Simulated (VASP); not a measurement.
# H4C2O3 in VASP: single point with LDA

Aim: the single point of H4C2O3 with LDA.

All numbers are computed with VASP 6.6.1; they aren't measurements. Logs are shortened: lines on timing, memory, paths and dates and some standing lists are left out, and cuts for length are marked.

### Step 1. The cell of the first run

The cell holds a disordered packing, 27 atoms: a = 6.363 Å, b = 6.363 Å, c = 6.363 Å, α = 90.00°, β = 90.00°, γ = 90.00°.

### Step 2. Single point, LDA

Input file INCAR:

```
SYSTEM = H4C2O3
PREC = Accurate
ENCUT = 1000
EDIFF = 1E-6
ISMEAR = -1
SIGMA = 0.02
LREAL = Auto
LASPH = .TRUE.
NELM = 120
ALGO = Normal
ISIF = 2
LWAVE = .FALSE.
LCHARG = .FALSE.
GGA = CA
NBANDS = 64
GGA_COMPAT = .FALSE.
```

Input file KPOINTS:

```
regular mesh
0
G
  1 1 1
  0 0 0
```

Input file POSCAR:

```
H4C2O3
1.0
    6.3627620000      0.0000000000      0.0000000000
    0.0000000000      6.3627620000      0.0000000000
    0.0000000000      0.0000000000      6.3627620000
O C H
9 6 12
Direct
    0.3043961097      0.9295648651      0.9618150105
    0.9171017241      0.0688380298      0.8198797943
    0.6603893089      1.1494064999      0.2957206320
    0.3272006717      0.3083409375      1.0468409788
    0.6012483258      0.2887425304      0.8249090568
    0.8962774342      0.8745573070      0.1311851677
    1.0317217586      0.6282963279     -0.0703153756
    0.4689787234      0.4659768824      0.4256642005
    0.7988826236      0.5567550696      0.5385239932
    0.4416635417      0.8030631980      0.9376431179
    0.8840500399      0.2627475301      0.8589351605
    0.5934686855      1.0004931820      0.3923453368
    0.5093699874      0.3589636073      0.9822463892
    0.9815077163      0.6981244937      0.1111309837
    0.6077077848      0.5752061762      0.5422330743
    0.6213653756      0.8129331256      0.9168345445
    0.3723383021      0.6415138583      0.9597561562
    0.8741172466      0.3179436855      1.0225276382
    0.9192077277      0.3815638554      0.7438593491
    0.6167133078      0.8379065569      0.3262262521
    0.5315458915      1.0343464049      0.5419973276
    0.2709986638      0.1586575138      1.0183627802
    0.5934529690      0.4503547359      1.0969292895
    0.9182961739      0.9666871085     -0.0105300183
    1.0051138169      0.5953075095      0.2477226085
    0.5636860219      0.3279707775      0.3812023772
    0.5144621157      0.7000576165      0.6422368148
```

Potentials or basis: VASP PAW LDA potentials, release 64 (O_h, C_h, H_h).

Command:

```sh
cat potpaw_LDA.64/O_h/POTCAR potpaw_LDA.64/C_h/POTCAR potpaw_LDA.64/H_h/POTCAR > POTCAR
mpirun -np 1 vasp_gam > vasp.out
```

OUTCAR:

```text
SYSTEM = H4C2O3
   PREC = Accurate
   ENCUT = 1000
   EDIFF = 1E-6
   ISMEAR = -1
   LREAL = Auto
   LASPH = .TRUE.
   NELM = 120
   ISIF = 2
   GGA = CA

 ion  position               nearest neighbor table
   1  0.304  0.930  0.962-  10 1.20
   2  0.917  0.069  0.820-  11 1.28
   3  0.660  0.149  0.296-  12 1.21
   4  0.327  0.308  0.047-  22 1.03  13 1.27
   5  0.601  0.289  0.825-  13 1.24
   6  0.896  0.875  0.131-  24 1.08  14 1.25
   7  0.032  0.628  0.930-  14 1.28
   8  0.469  0.466  0.426-  26 1.10  15 1.35
   9  0.799  0.557  0.539-  15 1.22
  10  0.442  0.803  0.938-  17 1.13  16 1.15   1 1.20
  11  0.884  0.263  0.859-  19 1.08  18 1.10   2 1.28
  12  0.593  0.000  0.392-  21 1.05  20 1.13   3 1.21
  13  0.509  0.359  0.982-  23 1.08   5 1.24   4 1.27
  14  0.982  0.698  0.111-  25 1.10   6 1.25   7 1.28
  15  0.608  0.575  0.542-  27 1.18   9 1.22   8 1.35
  16  0.621  0.813  0.917-  10 1.15
  17  0.372  0.642  0.960-  10 1.13
  18  0.874  0.318  0.023-  11 1.10
  19  0.919  0.382  0.744-  11 1.08
  20  0.617  0.838  0.326-  12 1.13
  21  0.532  0.034  0.542-  12 1.05
  22  0.271  0.159  0.018-   4 1.03
  23  0.593  0.450  0.097-  13 1.08
  24  0.918  0.967  0.989-   6 1.08
  25  0.005  0.595  0.248-  14 1.10
  26  0.564  0.328  0.381-   8 1.10
  27  0.514  0.700  0.642-  15 1.18

  LATTYP: Found a simple cubic cell.
 ALAT       =     6.3627620000

  Lattice vectors:

 A1 = (   6.3627620000,   0.0000000000,   0.0000000000)
 A2 = (   0.0000000000,   6.3627620000,   0.0000000000)
 A3 = (   0.0000000000,   0.0000000000,   6.3627620000)

Analysis of symmetry for initial positions (statically):
=====================================================================
 Subroutine PRICEL returns:
 Original cell was already a primitive cell.

 Routine SETGRP: Setting up the symmetry group for a
 simple cubic supercell.

 Subroutine GETGRP returns: Found  1 space group operations
 (whereof  1 operations were pure point group operations)
 out of a pool of 48 trial point group operations.

The static configuration has the point symmetry C_1 .

Analysis of symmetry for dynamics (positions and initial velocities):
=====================================================================
 Subroutine PRICEL returns:
 Original cell was already a primitive cell.

 Routine SETGRP: Setting up the symmetry group for a
 simple cubic supercell.

 Subroutine GETGRP returns: Found  1 space group operations
 (whereof  1 operations were pure point group operations)
 out of a pool of 48 trial point group operations.

The dynamic configuration has the point symmetry C_1 .

 Subroutine INISYM returns: Found  1 space group operations
 (whereof  1 operations are pure point group operations),
 and found     1 'primitive' translations

----------------------------------------------------------------------------------------

                                     Primitive cell

  volume of cell :     257.5948

  direct lattice vectors                    reciprocal lattice vectors
     6.362762000  0.000000000  0.000000000     0.157164452  0.000000000  0.000000000
     0.000000000  6.362762000  0.000000000     0.000000000  0.157164452  0.000000000
     0.000000000  0.000000000  6.362762000     0.000000000  0.000000000  0.157164452

  length of vectors
     6.362762000  6.362762000  6.362762000     0.157164452  0.157164452  0.157164452

  position of ions in fractional coordinates (direct lattice)
     0.304396110  0.929564865  0.961815010
     0.917101724  0.068838030  0.819879794
     0.660389309  0.149406500  0.295720632
     0.327200672  0.308340937  0.046840979
     0.601248326  0.288742530  0.824909057
     0.896277434  0.874557307  0.131185168
[... 19 lines left out ...]
     0.563686022  0.327970777  0.381202377
     0.514462116  0.700057616  0.642236815

  ion indices of the primitive-cell ions
   primitive index   ion index
                 1           1
                 2           2
                 3           3
                 4           4
                 5           5
                 6           6
[... 19 lines left out ...]
                26          26
                27          27

----------------------------------------------------------------------------------------

 KPOINTS: regular mesh

Automatic generation of k-mesh.
 Grid dimensions read from file:
 generate k-points for:    1    1    1

 Generating k-lattice:

  Cartesian coordinates                     Fractional coordinates (reciprocal lattice)
     0.157164452  0.000000000  0.000000000     1.000000000  0.000000000  0.000000000
     0.000000000  0.157164452  0.000000000     0.000000000  1.000000000  0.000000000
     0.000000000  0.000000000  0.157164452     0.000000000  0.000000000  1.000000000

  Length of vectors
     0.157164452  0.157164452  0.157164452

  Shift w.r.t. Gamma in fractional coordinates (k-lattice)
     0.000000000  0.000000000  0.000000000

 Subroutine IBZKPT returns following result:
 ===========================================

 Found      1 irreducible k-points:

 Following reciprocal coordinates:
            Coordinates               Weight
  0.000000  0.000000  0.000000      1.000000
   k-points           NKPTS =      1   k-points in BZ     NKDIM =      1   number of bands    NBANDS=     64
   number of dos      NEDOS =    301   number of ions     NIONS =     27
   total plane-waves  NPLWV = 343000
   dimension x,y,z NGX =    70 NGY =   70 NGZ =   70
   dimension x,y,z NGXF=   140 NGYF=  140 NGZF=  140
   ions per type =               9   6  12
   NGX,Y,Z   is equivalent  to a cutoff of  18.29, 18.29, 18.29 a.u.
   NGXF,Y,Z  is equivalent  to a cutoff of  36.58, 36.58, 36.58 a.u.
 SYSTEM =  H4C2O3
   PREC   = accura    normal or accurate (medium, high low for compatibility)
   ISTART =      0    job   : 0-new  1-cont  2-samecut
   ICHARG =      2    charge: 1-file 2-atom 10-const
   ISPIN  =      1    spin polarized calculation?
   LNONCOLLINEAR =      F non collinear calculations
   LSORBIT =      F    spin-orbit coupling
   LASPH  =      T    aspherical Exc in radial PAW
   ENCUT  = 1000.0 eV  73.50 Ry    8.57 a.u.  16.41 16.41 16.41*2*pi/ulx,y,z
   NELM   =    120;   NELMIN=  2; NELMDL= -5     # of ELM steps
   EDIFF  = 0.1E-05   stopping-criterion for ELM
   LREAL  =      T    real-space projection
   EDIFFG = 0.1E-04   stopping-criterion for IOM
   NSW    =      0    number of steps for IOM
   IBRION =     -1    ionic relax: 0-MD 1-quasi-New 2-CG
   NFREE  =      0    steps in history (QN), initial steepest desc. (CG)
   ISIF   =      2    stress and relaxation
   ISYM   =      2    0-nonsym 1-usesym 2-fastsym
   POTIM  = 0.5000    time-step for ionic-motion
   TEBEG  =    0.0;   TEEND  =   0.0 temperature during run
   PSTRESS=    0.0 pullay stress
   NELECT =      90.0000    total number of electrons
   NUPDOWN=      -1.0000    fix difference up-down
   EMIN   =  10.00;   EMAX   =-10.00  energy-range for DOS
   EFERMI =   0.00;   METHOD = LEGACY
   ISMEAR =    -1;   SIGMA  =   0.02  broadening in eV -4-tet -1-fermi 0-gaus
   EFERMI_NEDOS =   21; number of points for ismear=-14 and -15
   IALGO  =     38    algorithm
   IMIX   =      4    mixing-type and parameters
     AMIX     =   0.40;   BMIX     =  1.00
     AMIX_MAG =   1.60;   BMIX_MAG =  1.00
  volume/ion in A,a.u.               =       9.54        64.38
  Fermi-wavevector in a.u.,A,eV,Ry     =   1.153037  2.178924 18.088875  1.329495
  Thomas-Fermi vector in A             =   2.289684
   LORBIT       =      0    0 simple, 1 ext, 2 COOP (PROOUT), +10 PAW based schemes
   GGA     = CA    functional components
   LHFCALC =     F    Hartree Fock is set to
   AEXX    =    0.0000 exact exchange contribution
   IVDW    =     0    specifies the selected vdW correction
   LEPSILON=     F    determine dielectric tensor
   LRPA    =     F    only Hartree local field effects (RPA)
 non-spin polarized calculation
  energy-cutoff  :     1000.00
  volume of cell :      257.59
 maximum number of plane-waves:      9307
 NGX is ok and might be reduce to    70
   NGX = 33   NGY = 33   NGZ = 33

 number of electron      90.0000003 magnetization

 Free energy of the ion-electron system (eV)
  ---------------------------------------------------
  ext. energy  EPLUGINS =         0.00000000
  ---------------------------------------------------
  free energy    TOTEN  =      -167.44348362 eV

  energy without entropy =     -167.44348362  energy(sigma->0) =     -167.44348362

 E-fermi :   0.1248     XC(G=0):  -8.5524

 val. band max:       -0.4014850165   @ k =   0.0000   0.0000   0.0000
 cond. band min:       1.4427864395   @ k =   0.0000   0.0000   0.0000
 fundamental gap:      1.8442714560
 Fermi energy:         0.1248283719

 k-point     1 :       0.0000    0.0000    0.0000
  band No.  band energies     occupation
      1     -23.3485      2.00000
      2     -22.9444      2.00000
      3     -22.4545      2.00000
      4     -22.0483      2.00000
      5     -22.0345      2.00000
      6     -21.1772      2.00000
[... 49 lines left out ...]
     56       7.3042      0.00000
     57       7.7242      0.00000
 [bands above 57 left out]

------------------------ aborting loop because EDIFF is reached ----------------------------------------

  FORCE on cell =-STRESS in cart. coord.  units (eV):
  Direction    XX          YY          ZZ          XY          YZ          ZX
  --------------------------------------------------------------------------------------
  -------------------------------------------------------------------------------------
  Total       -0.3969611      9.8450983      4.3890283     -0.3576469     -3.8352790      0.0950249
  in kB       -2.4690022     61.2341374     27.2986976     -2.2244774    -23.8545103      0.5910318
  external PRESSURE =      28.6879443 kB  Pullay stress =       0.0000000 kB

 VOLUME and BASIS-vectors are now :
 -----------------------------------------------------------------------------
  energy-cutoff  :     1000.00
  volume of cell :      257.59
      direct lattice vectors                 reciprocal lattice vectors
     6.362762000  0.000000000  0.000000000     0.157164452  0.000000000  0.000000000
     0.000000000  6.362762000  0.000000000     0.000000000  0.157164452  0.000000000
     0.000000000  0.000000000  6.362762000     0.000000000  0.000000000  0.157164452

 POSITION                                       TOTAL-FORCE (eV/Angst)
 -----------------------------------------------------------------------------------
      1.93680      5.91460      6.11980        -0.038391      1.680180      0.430062
      5.83530      0.43800      5.21670         0.206223      1.211142     -0.034862
      4.20190      0.95064      1.88160        -0.142379      0.391377     -0.232900
      2.08190      1.96190      0.29804        -1.257901      0.055068      0.450524
      3.82560      1.83720      5.24870        -0.929886     -0.001869     -0.030412
      5.70280      5.56460      0.83470        -0.463568      0.753930      2.315336
[... 19 lines left out ...]
      3.58660      2.08680      2.42550        -0.648201      0.967882     -0.194845
      3.27340      4.45430      4.08640         0.781475     -0.834322     -0.481624
 -----------------------------------------------------------------------------------
    total drift:                                0.000128      0.001583     -0.001089

  FREE ENERGIE OF THE ION-ELECTRON SYSTEM (eV)
  ---------------------------------------------------
  free  energy   TOTEN  =      -167.4434836168 eV

  energy  without entropy=     -167.4434836168  energy(sigma->0) =     -167.44348362
```

Run time: 2.1 min. Hardware: 1 thread of Intel Xeon Platinum 8259CL at 2.50GHz (Skylake/Cascade Lake), shared host; peak memory 0.49 GiB.

Results:

```
Free energy   : -167.4435 eV
Pressure      : 2.9 GPa
Largest force : 5.215 eV/Å
```

Forces on the atoms (eV/Å):
```
O   -0.038  1.680  0.430
O    0.206  1.211 -0.035
O   -0.142  0.391 -0.233
O   -1.258  0.055  0.451
O   -0.930 -0.002 -0.030
O   -0.464  0.754  2.315
O   -0.312  0.904  2.772
O    1.996 -0.060  0.913
O   -1.517  0.423 -0.053
C    0.435 -1.839  0.303
C   -0.101 -1.629 -0.057
C    1.161 -0.711 -1.397
C    0.156 -1.089 -0.300
C    1.356 -2.613 -4.305
C   -0.665  0.045 -0.489
H   -0.845  0.850  0.130
H    0.342 -0.387 -0.440
H    0.380 -0.092  0.243
H    0.334  0.385 -0.495
H   -0.235  0.463  0.129
H   -1.119 -0.173  2.026
H    0.933  0.107 -1.068
H    0.643  0.874  0.427
H   -0.362  0.360 -1.269
H   -0.088 -0.038  0.709
H   -0.648  0.968 -0.195
H    0.781 -0.834 -0.482
```

Caveat: the k points lie up to 0.99 Å⁻¹ apart, too coarse for converged energies, forces and pressures; the atoms stand as in a frame of molecular dynamics.
